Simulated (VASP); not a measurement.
Input of a VASP 6.6.1 run:

The input POSCAR:

```
Mg
1.0
    0.0000000000      2.0853280000      2.0853280000
    2.0853280000      0.0000000000      2.0853280000
    2.0853280000      2.0853280000      0.0000000000
Mg
1
Direct
    0.0000000000      0.0000000000      0.0000000000
```

Contents of INCAR.step1:

```
SYSTEM = Mg
PREC     = Accurate       ! precision mode
ENCUT    = 660            ! plane-wave cutoff, eV
ISMEAR   = 1              ! smearing method
SIGMA    = 0.0166         ! smearing width, eV
LREAL    = .False.        ! projectors in reciprocal space
LASPH    = .True.         ! aspherical terms in the spheres
NELM     = 120            ! most SCF steps
NBANDS   = 7              ! bands
GGA      = PE             ! functional
ALGO     = Normal         ! electronic algorithm
EDIFF    = 1E-5           ! SCF threshold, eV
LWAVE    = .True.         ! write WAVECAR
LCHARG   = .False.        ! write CHGCAR
GGA_COMPAT= .False.
```

Contents of INCAR.step2:

```
SYSTEM = Mg
PREC     = Accurate       ! precision mode
ENCUT    = 660            ! plane-wave cutoff, eV
EDIFF    = 1E-6           ! SCF threshold, eV
ISMEAR   = 1              ! smearing method
SIGMA    = 0.0166         ! smearing width, eV
LREAL    = .False.        ! projectors in reciprocal space
LASPH    = .True.         ! aspherical terms in the spheres
NELM     = 120            ! most SCF steps
ALGO     = Normal         ! electronic algorithm
ISIF     = 2              ! what is computed and relaxed
LWAVE    = .False.        ! write WAVECAR
LCHARG   = .True.         ! write CHGCAR
METAGGA  = R2SCAN         ! meta-GGA
LMIXTAU  = .True.       
LELF     = .True.         ! ELF
LVHAR    = .True.       
NBANDS   = 7              ! bands
ISTART   = 1            
GGA_COMPAT= .False.
```

The input KPOINTS:

```
regular mesh
0
Gamma
  7 7 7
  0 0 0
```

Potentials or basis: VASP PAW PBE potentials, release 64 (Mg).

Run with:

```bash
$ cat potpaw_PBE.64/Mg/POTCAR > POTCAR
$ cp INCAR.step1 INCAR
$ mpirun -np 1 vasp_std > vasp.out
$ cp INCAR.step2 INCAR
$ mpirun -np 1 vasp_std > vasp.out
```

(1) Estimate the pressure.

(2) Estimate the band gap on the k mesh.

## Answers

(1) 13.4 GPa.

(2) zero (band 1 reaches 4.48 eV, above the bottom of band 2 at 3.49 eV).

Caveat: the k points lie up to 0.37 Å⁻¹ apart; the PAW data sets were made with another functional, which shifts forces and pressure a little.
